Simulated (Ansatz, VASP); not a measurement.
**One calculation of Ti, two programs**

INCAR

```
ALGO = Fast ; EDIFF = 1E-6
EDIFFG = -0.001 ; ENCUT = 600
GGA = PE ; IBRION = 2
ISIF = 3 ; ISMEAR = -1
LASPH = T ; LCHARG = F
LREAL = F ; LWAVE = F
NELM = 80 ; NSW = 80
PREC = Accurate ; SIGMA = 0.15
```

The input KPOINTS:

```
k-points
0
Gamma
  18 18 10
```

POSCAR

```
Ti
1.0
    2.9384580612      0.0000000000      0.0000000000
   -1.4692290306      2.5447793290      0.0000000000
    0.0000000000      0.0000000000      4.6506340144
Ti
2
Direct
    0.3333333333      0.6666666667      0.2500000000
    0.6666666667      0.3333333333      0.7500000000
```

Input for Ansatz:

```yaml
crystal:
  lattice:
    - [2.9384580612, 0.0, 0.0]
    - [-1.4692290306, 2.544779329, 0.0]
    - [0.0, 0.0, 4.6506340144]
  atoms:
    - { symbol: Ti, position: [0.3333333333, 0.6666666667, 0.25] }
    - { symbol: Ti, position: [0.6666666667, 0.3333333333, 0.75] }
basis:
  ecutwfc: 420
kpoints:
  mp_grid: { grid: [18, 18, 10] }
hamiltonian:
  xc: pbe
scf:
  occupations: { method: fermi_dirac, width: 0.15 }
output:
  forces: true
  stress: true
  eigenvalues: true
relax:
  adjacent_minimum: "off"
  f_tol: 0.001
  max_steps: 60
  cell: { stress_tol: 0.01 }
```

Alike in both runs: task relaxation of cell and atoms; functional PBE; k mesh 18 × 18 × 10; occupations fermi-dirac, width 0.15 eV; no spin polarisation.

|  | VASP | Ansatz |
| --- | --- | --- |
| version | VASP 6.6.1 | Ansatz 0.2.0 |
| potentials or method | VASP PAW PBE potentials, release 64 (Ti_sv), cutoff 600 eV | scalar-relativistic, plane waves, PAW |
| valence electrons in the cell | 24 | 24 |

VASP gave:

```
gap on the k mesh at the Fermi level, each at its own relaxed structure (eV)  : none
relaxed volume (Å³/atom)                                                      : 17.42
relaxed length of the cell vector where the two differ most in proportion (Å) : 2.938
```

Question: Estimate Ansatz's values.

Answer: gap on the k mesh at the Fermi level, each at its own relaxed structure (eV): none; relaxed volume (Å³/atom): 17.46; relaxed length of the cell vector where the two differ most in proportion (Å): 2.941.

A gap of «none» marks a metal or a gap that the smearing closes.
